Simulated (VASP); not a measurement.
# Nb (Fm-3m) in VASP: further runs

Aim: see how the results for Nb move with the level of theory and the settings. Levels: PBE0, HF, r2SCAN50. Tasks: single point, relaxation of cell and atoms.

Program: VASP 6.6.1. These are calculated values, not measurements. Logs are shortened: lines on timing, memory, paths and dates and some standing lists are left out, and cuts for length are marked.

**1. The cell of the first run**

The structure is cubic, space group Fm-3m (No. 225). The conventional cell has a = 4.230 Å, b = 4.230 Å, c = 4.230 Å, α = 90.00°, β = 90.00°, γ = 90.00°. Within 3.9 Å of Nb (site symmetry m-3m) lie 12 Nb at 2.99 Å.

This isn't the form of Nb at room conditions, which is bcc.

**2. Single point, PBE0**

Input file POSCAR:

```
Nb
1.0
    0.0000000000      2.1150000000      2.1150000000
    2.1150000000      0.0000000000      2.1150000000
    2.1150000000      2.1150000000      0.0000000000
Nb
1
Direct
    0.0000000000      0.0000000000      0.0000000000
```

Input file INCAR.step1:

```
  PREC = Accurate
  ENCUT = 520
  EDIFF = 1E-5
  ISMEAR = -1
  SIGMA = 0.05
  LREAL = F
  LASPH = T
  NELM = 80
  ALGO = Normal
  ISIF = 2
  LWAVE = T
  LCHARG = F
  NBANDS = 12
  GGA = PE
```

Input file INCAR.step2:

```
  PREC = Accurate
  ENCUT = 520
  EDIFF = 1E-6
  ISMEAR = -1
  SIGMA = 0.05
  LREAL = F
  LASPH = T
  NELM = 80
  ALGO = Normal
  ISIF = 2
  LWAVE = F
  LCHARG = F
  GGA = PE
  LHFCALC = T
  AEXX = 0.25
  PRECFOCK = Normal
  NBANDS = 12
  ISTART = 1
```

Input file KPOINTS:

```
regular mesh
0
Gamma
  6 6 6
```

Potentials or basis: VASP PAW PBE potentials, release 64 (Nb_sv).

Run with:

```console
$ cat potpaw_PBE.64/Nb_sv/POTCAR > POTCAR
$ cp INCAR.step1 INCAR
$ mpirun -np 1 vasp_std > vasp.out
$ cp INCAR.step2 INCAR
$ mpirun -np 1 vasp_std > vasp.out
```

OUTCAR:

```text
PREC = Accurate
   ENCUT = 520
   EDIFF = 1E-6
   ISMEAR = -1
   LREAL = F
   LASPH = T
   NELM = 80
   ISIF = 2
   GGA = PE
   LHFCALC = T
   AEXX = 0.25
   PRECFOCK = Normal
   ISTART = 1

 ion  position               nearest neighbor table
   1  0.000  0.000  0.000-

  LATTYP: Found a face centered cubic cell.
 ALAT       =     4.2300000000

  Lattice vectors:

 A1 = (   0.0000000000,   2.1150000000,   2.1150000000)
 A2 = (   2.1150000000,   0.0000000000,   2.1150000000)
 A3 = (   2.1150000000,   2.1150000000,   0.0000000000)

Analysis of symmetry for initial positions (statically):
=====================================================================
 Subroutine PRICEL returns:
 Original cell was already a primitive cell.

 Routine SETGRP: Setting up the symmetry group for a
 face centered cubic supercell.

 Subroutine GETGRP returns: Found 48 space group operations
 (whereof 48 operations were pure point group operations)
 out of a pool of 48 trial point group operations.

The static configuration has the point symmetry O_h .

Analysis of symmetry for dynamics (positions and initial velocities):
=====================================================================
 Subroutine PRICEL returns:
 Original cell was already a primitive cell.

 Routine SETGRP: Setting up the symmetry group for a
 face centered cubic supercell.

 Subroutine GETGRP returns: Found 48 space group operations
 (whereof 48 operations were pure point group operations)
 out of a pool of 48 trial point group operations.

The dynamic configuration has the point symmetry O_h .

 Subroutine INISYM returns: Found 48 space group operations
 (whereof 48 operations are pure point group operations),
 and found     1 'primitive' translations

----------------------------------------------------------------------------------------

                                     Primitive cell

  volume of cell :      18.9217

  direct lattice vectors                    reciprocal lattice vectors
     0.000000000  2.115000000  2.115000000    -0.236406619  0.236406619  0.236406619
     2.115000000  0.000000000  2.115000000     0.236406619 -0.236406619  0.236406619
     2.115000000  2.115000000  0.000000000     0.236406619  0.236406619 -0.236406619

  length of vectors
     2.991061684  2.991061684  2.991061684     0.409468276  0.409468276  0.409468276

  position of ions in fractional coordinates (direct lattice)
[... 82 lines left out ...]
   EFERMI =   0.00;   METHOD = LEGACY
   ISMEAR =    -1;   SIGMA  =   0.05  broadening in eV -4-tet -1-fermi 0-gaus
   EFERMI_NEDOS =   21; number of points for ismear=-14 and -15
   IALGO  =     38    algorithm
   IMIX   =      1    mixing-type and parameters
     AMIX     =   0.40;   BMIX     =  1.00
     AMIX_MAG =   1.60;   BMIX_MAG =  1.00
  volume/ion in A,a.u.               =      18.92       127.69
  Fermi-wavevector in a.u.,A,eV,Ry     =   1.444560  2.729823 28.392005  2.086754
  Thomas-Fermi vector in A             =   2.562841
   LORBIT       =      0    0 simple, 1 ext, 2 COOP (PROOUT), +10 PAW based schemes
   GGA     = PE    functional components
   LHFCALC =     T    Hartree Fock is set to
   PRECFOCK=normal    Normal, Fast or Accurate (Low or Medium for compatibility)
   ENCUT4O =  -1.0   cutoff for four orbital integrals eV
   NKREDX  =     1    reduce k-point grid by
   NKREDY  =     1    reduce k-point grid by
   NKREDZ  =     1    reduce k-point grid by
   AEXX    =    0.2500 exact exchange contribution
   HFSCREEN=    0.0000 screening length (either q_TF or 0.3 A-1)
   HFSCREENC=   0.0000 screening length for correlation (either q_TF or 0.3 A-1)
   ENCUTFOCK=  -1.0 apply spherical cutoff to Coloumb kernel
   IVDW    =     0    specifies the selected vdW correction
   LEPSILON=     F    determine dielectric tensor
   LRPA    =     F    only Hartree local field effects (RPA)
 non-spin polarized calculation
  energy-cutoff  :      520.00
  volume of cell :       18.92
 maximum number of plane-waves:       531
 NGX is ok and might be reduce to    24
  NGX = 18; NGY = 18; NGZ = 18

 number of electron      13.0000001 magnetization

 Free energy of the ion-electron system (eV)
  ---------------------------------------------------
  ext. energy  EPLUGINS =         0.00000000
  ---------------------------------------------------
  free energy    TOTEN  =       -12.60786844 eV

  energy without entropy =      -12.60087232  energy(sigma->0) =      -12.60437038

 E-fermi :  10.8922     XC(G=0):  -9.6401

 val. band max:       10.6944321956   @ k =   0.3333   0.1667   0.0000
 cond. band min:      10.9534266493   @ k =   0.5000   0.1667   0.0000
 fundamental gap:      0.2589944536
 Fermi energy:        10.8921815281

 k-point     1 :       0.0000    0.0000    0.0000
  band No.  band energies     occupation
      1     -48.4312      2.00000
      2     -22.3254      2.00000
      3     -22.3254      2.00000
      4     -22.3254      2.00000
      5       3.0556      2.00000
      6      11.4880      0.00001
      7      11.4880      0.00001
      8      11.4880      0.00001
      9      14.6366      0.00000
     10      14.6366      0.00000
     11      23.5649      0.00000
     12      28.7295      0.00000
[... 211 lines left out ...]
 k-point    16 :      -0.3333    0.5000    0.1667
  band No.  band energies     occupation
      1     -48.1504      2.00000
      2     -23.3544      2.00000
      3     -22.9643      2.00000
      4     -22.7876      2.00000
      5       6.8082      2.00000
      6       7.6135      2.00000
      7      11.4071      0.00007
      8      14.4182      0.00000
      9      17.1103      0.00000
     10      20.4425      0.00000
     11      22.8633      0.00000
     12      22.9267      0.00000

------------------------ aborting loop because EDIFF is reached ----------------------------------------

  FORCE on cell =-STRESS in cart. coord.  units (eV):
  Direction    XX          YY          ZZ          XY          YZ          ZX
  --------------------------------------------------------------------------------------
  -------------------------------------------------------------------------------------
  Total       -0.6305501     -0.6305501     -0.6305501     -0.0000000     -0.0000000      0.0000000
  in kB      -53.3911259    -53.3911259    -53.3911259     -0.0000000     -0.0000000      0.0000000
  external PRESSURE =     -53.3911259 kB  Pullay stress =       0.0000000 kB

 VOLUME and BASIS-vectors are now :
 -----------------------------------------------------------------------------
  energy-cutoff  :      520.00
  volume of cell :       18.92
      direct lattice vectors                 reciprocal lattice vectors
     0.000000000  2.115000000  2.115000000    -0.236406619  0.236406619  0.236406619
     2.115000000  0.000000000  2.115000000     0.236406619 -0.236406619  0.236406619
     2.115000000  2.115000000  0.000000000     0.236406619  0.236406619 -0.236406619

 POSITION                                       TOTAL-FORCE (eV/Angst)
 -----------------------------------------------------------------------------------
      0.00000      0.00000      0.00000         0.000000     -0.000000      0.000000
 -----------------------------------------------------------------------------------
    total drift:                                0.000000     -0.000000      0.000000

  FREE ENERGIE OF THE ION-ELECTRON SYSTEM (eV)
  ---------------------------------------------------
  free  energy   TOTEN  =       -12.6078684435 eV

  energy  without entropy=      -12.6008723233  energy(sigma->0) =      -12.60437038
```

OUTCAR.step1:

```text
PREC = Accurate
   ENCUT = 520
   EDIFF = 1E-5
   ISMEAR = -1
   LREAL = F
[... 445 lines left out ...]

 POSITION                                       TOTAL-FORCE (eV/Angst)
 -----------------------------------------------------------------------------------
      0.00000      0.00000      0.00000         0.000000      0.000000      0.000000
 -----------------------------------------------------------------------------------
    total drift:                               -0.000000      0.000000      0.000000

  FREE ENERGIE OF THE ION-ELECTRON SYSTEM (eV)
  ---------------------------------------------------
  free  energy   TOTEN  =        -9.9032573451 eV

  energy  without entropy=       -9.8891129126  energy(sigma->0) =       -9.89618513
```

OSZICAR.step1:

```text
N       E                     dE             d eps       ncg     rms          rms(c)
DAV:   1     0.116192260025E+03    0.11619E+03   -0.71467E+03   384   0.108E+03
DAV:   2    -0.533370500214E+01   -0.12153E+03   -0.11645E+03   420   0.381E+02
DAV:   3    -0.100088411933E+02   -0.46751E+01   -0.44822E+01   560   0.677E+01
DAV:   4    -0.103805300465E+02   -0.37169E+00   -0.36755E+00   580   0.150E+01
DAV:   5    -0.103841976819E+02   -0.36676E-02   -0.36651E-02   524   0.162E+00    0.656E+00
DAV:   6    -0.995277634654E+01    0.43142E+00   -0.65573E-01   604   0.102E+01    0.232E+00
DAV:   7    -0.989871812365E+01    0.54058E-01   -0.21193E-01   620   0.567E+00    0.103E+00
DAV:   8    -0.990321638463E+01   -0.44983E-02   -0.13396E-02   472   0.153E+00    0.486E-02
DAV:   9    -0.990324206928E+01   -0.25685E-04   -0.94380E-04   636   0.331E-01    0.381E-02
DAV:  10    -0.990326121280E+01   -0.19144E-04   -0.17576E-05   396   0.595E-02    0.140E-02
DAV:  11    -0.990325734508E+01    0.38677E-05   -0.53143E-06   292   0.400E-02
   1 F= -.99032573E+01 E0= -.98961851E+01  d E =-.141444E-01
```

It took 32 min on 1 thread of Intel Xeon 8259CL, shared host; peak memory 0.16 GiB.

What came out:

| Quantity | Value |
| --- | --- |
| Free energy | -12.6079 eV |
| Pressure | -5.3 GPa |
| Band gap on the k mesh | zero (an odd number of electrons rules out a gap without spin polarisation) |

Levels at points of the mesh, in eV from the Fermi level:
```csv
k point,band 2,band 3,band 4,band 5,band 6,band 7,band 8,band 9,band 10,band 11
"(0.00, 0.00, 0.00)",-33.22,-33.22,-33.22,-7.84,0.60,0.60,0.60,3.74,3.74,12.67
"(0.50, 0.00, 0.00)",-34.53,-33.37,-33.37,-5.05,0.45,0.45,1.23,5.67,5.67,11.60
"(0.50, 0.50, 0.00)",-34.43,-33.65,-33.65,-5.17,-4.45,3.97,5.81,6.22,6.22,12.27
```

Caveat: the k points lie up to 0.43 Å⁻¹ apart, too coarse for converged energies and pressures of a metal; the PAW data sets were made with another functional, which shifts forces and pressure a little.

**3. Relaxation of cell and atoms, HF**

POSCAR is that of step 2.

Input file INCAR.step1:

```
SYSTEM = Nb
PREC = Accurate ; ENCUT = 600
EDIFF = 1E-5 ; ISMEAR = -1
SIGMA = 0.05 ; LREAL = .False.
LASPH = .True. ; NELM = 100
ALGO = Normal ; LWAVE = .True.
LCHARG = .False. ; GGA = PE
NBANDS = 12
```

Input file INCAR.step2:

```
SYSTEM = Nb
PREC = Accurate ; ENCUT = 600
EDIFF = 1E-7 ; ISMEAR = -1
SIGMA = 0.05 ; LREAL = .False.
LASPH = .True. ; NELM = 100
ALGO = Normal ; ISIF = 3
LWAVE = .False. ; LCHARG = .False.
GGA = PE ; LHFCALC = .True.
AEXX = 1.0 ; ALDAC = 0.0
AGGAC = 0.0 ; PRECFOCK = Normal
IBRION = 2 ; NSW = 60
EDIFFG = -0.01 ; ISTART = 1
```

Input file KPOINTS:

```
Automatic mesh
0
Gamma
  6 6 6
  0 0 0
```

Potentials or basis: VASP PAW PBE potentials, release 64 (Nb_sv).

Run with:

```console
$ cat potpaw_PBE.64/Nb_sv/POTCAR > POTCAR
$ cp INCAR.step1 INCAR
$ mpirun -np 1 vasp_std > vasp.out
$ cp INCAR.step2 INCAR
$ mpirun -np 1 vasp_std > vasp.out
```

Wall time 30 min (1 thread of AMD EPYC 9R45 (Zen 5), shared host); peak memory 0.13 GiB.

The run converged. Its results:

- Free energy: -18.8043 eV
- Relaxed volume: 19.35 Å³/atom
- Relaxed cell: a = 3.013 Å, b = 3.013 Å, c = 3.013 Å, α = 60.00°, β = 60.00°, γ = 60.00°
- Space group after relaxing (to 0.1 Å): Fm-3m (No. 225)
- Energy gained by relaxing: 6.0 meV/atom
- Ionic steps: 4
- Pressure after relaxing: 0.0 GPa
- Band gap on the k mesh: zero (an odd number of electrons rules out a gap without spin polarisation)

Step by step:
```tsv
step	energy change (eV)	largest force (eV/Å)	pressure (GPa)	volume (Å³)
1	0.0000	0.0000	4.59	18.92
2	0.0292	0.0000	-9.84	20.45
3	-0.0060	0.0000	-0.11	19.36
4	-0.0060	0.0000	0.02	19.35
```

Final structure:
```
Nb
1.0
     0.00000    2.13072    2.13072
     2.13072    0.00000    2.13072
     2.13072    2.13072    0.00000
Nb
1
Direct
  0.00000 0.00000 0.00000
```

Levels at points of the mesh, in eV from the Fermi level:
```
           k point  band 3  band 4  band 5  band 6  band 7  band 8  band 9  band 10
(0.00, 0.00, 0.00)  -42.47  -42.47  -13.29    1.97    1.97    1.97    6.91     6.91
(0.50, 0.00, 0.00)  -42.62  -42.62   -8.98   -2.78    2.28    2.28    8.65     8.65
(0.50, 0.50, 0.00)  -42.93  -42.93   -8.60   -8.05    4.53    9.08    9.08     9.32
```

Caveat: the k points lie up to 0.43 Å⁻¹ apart in the final cell, too coarse for converged energies and pressures of a metal; the PAW data sets were made with another functional, which shifts forces and pressure a little.

**4. Single point, r2SCAN50 (17.41 Å³/atom)**

This run uses another cell than the first one, of 17.41 Å³/atom.

Input file POSCAR:

```
Nb
1.0
    0.0000000000      2.0570253700      2.0570253700
    2.0570253700      0.0000000000      2.0570253700
    2.0570253700      2.0570253700      0.0000000000
Nb
1
Direct
    0.0000000000      0.0000000000      0.0000000000
```

Input file INCAR.step1:

```
PREC = Accurate
ENCUT = 440
EDIFF = 1E-5
ISMEAR = 0
SIGMA = 0.15
LREAL = F
LASPH = T
NELM = 120
ALGO = Normal
ISIF = 2
LWAVE = T
LCHARG = F
NBANDS = 12
GGA = PE
GGA_COMPAT = F
```

Input file INCAR.step2:

```
PREC = Accurate
ENCUT = 440
EDIFF = 1E-6
ISMEAR = 0
SIGMA = 0.15
LREAL = F
LASPH = T
NELM = 120
ALGO = Normal
ISIF = 2
LWAVE = F
LCHARG = F
METAGGA = R2SCAN
LHFCALC = T
AEXX = 0.5
LMIXTAU = T
PRECFOCK = Normal
NBANDS = 12
ISTART = 1
GGA_COMPAT = F
```

Input file KPOINTS:

```
Automatic mesh
0
Gamma
  8 8 8
```

Run with:

```console
$ cat potpaw_PBE.64/Nb_sv/POTCAR > POTCAR
$ cp INCAR.step1 INCAR
$ mpirun -np 1 vasp_std > vasp.out
$ cp INCAR.step2 INCAR
$ mpirun -np 1 vasp_std > vasp.out
```

It took 50 min on 1 thread of AMD EPYC 7R43 (Zen 3), shared host; peak memory 0.1 GiB.

The run converged. Its results:

| Property | Result |
| --- | --- |
| Free energy | -22.9957 eV |
| Pressure | 11.1 GPa |
| Band gap on the k mesh | zero (an odd number of electrons rules out a gap without spin polarisation) |

Levels at points of the mesh, in eV from the Fermi level:
| k point | band 3 | band 4 | band 5 | band 6 | band 7 | band 8 | band 9 | band 10 |
| --- | --- | --- | --- | --- | --- | --- | --- | --- |
| (0.00, 0.00, 0.00) | -36.29 | -36.29 | -9.96 | 0.90 | 0.90 | 0.90 | 5.29 | 5.29 |
| (0.50, 0.00, 0.00) | -36.51 | -36.51 | -6.85 | 0.90 | 0.90 | 1.13 | 7.40 | 7.40 |
| (0.50, 0.50, 0.00) | -36.91 | -36.91 | -6.97 | -6.32 | 4.88 | 7.79 | 7.99 | 7.99 |

Caveat: the cell stands under pressure; the PAW data sets were made with another functional, which shifts forces and pressure a little.

**5. The runs side by side**

| task | level | cell | k mesh | cutoff (eV) | smearing | share of exact exchange | gap on the mesh (eV) | pressure (GPa) |
| --- | --- | --- | --- | --- | --- | --- | --- | --- |
| single point | PBE0 | a = 2.991 Å, angles 60.0°, 1 atom | 6 × 6 × 6 | 520 | fermi-dirac 0.05 eV | 0.25 | none | -5.3 |
| relaxation of cell and atoms | HF | relaxed from a = 2.991 Å, angles 60.0°, 1 atom | 6 × 6 × 6 | 600 | fermi-dirac 0.05 eV | 1 | none | 0.0 |
| single point | r2SCAN50 | a = 2.909 Å, angles 60.0°, 1 atom | 8 × 8 × 8 | 440 | gaussian 0.15 eV | 0.5 | none | 11.1 |

Alike in all rows: potentials or basis VASP PAW PBE potentials, release 64 (Nb_sv); no spin polarisation.

Caveats: some runs use coarse meshes; the PAW data sets were made with another functional, which shifts forces and pressure a little; the cell stands under pressure (at least some runs).

Absolute energies hang on the potentials; compare differences alone.

The gap in the log of VASP goes by the Fermi energy; the results here count the filled bands.